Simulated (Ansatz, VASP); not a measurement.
# One calculation of HfO2, two programs

```
CELL_PARAMETERS angstrom
0.00000 2.54615 2.54615
2.54615 0.00000 2.54615
2.54615 2.54615 0.00000
ATOMIC_POSITIONS crystal
Hf 0.00000 0.00000 0.00000
O 0.25000 0.25000 0.25000
O 0.75000 0.75000 0.75000
```

Alike in both runs: functional r2SCAN; k mesh 10 × 10 × 10; occupations fermi-dirac, width 0.02 eV; no spin polarisation.

Ansatz relaxed the structure, and its values are those at the end. VASP's run is a single point on that final structure, the one shown.

```csv
,VASP,Ansatz
version,VASP 6.6.1,Ansatz 0.2.0
potentials or method,"VASP PAW PBE potentials, release 64 (Hf_pv, O), cutoff 520 eV",PAW plane waves
valence electrons in the cell,22,38
```

|  | VASP | Ansatz | Ansatz less VASP |
| --- | --- | --- | --- |
| gap on the k mesh at the Fermi level (eV) | 4.26 | 4.25 | -0.008 |
| pressure (GPa) | -9.0 | -5.1 | +3.82 |

VASP's potentials were made for PBE, not for r2SCAN. VASP's potentials hold 22 valence electrons a cell and Ansatz's 38, so a difference there can come from the potentials and not from the codes. Ansatz's warnings: stress scf threshold loose.

Spin-orbit coupling is off throughout.
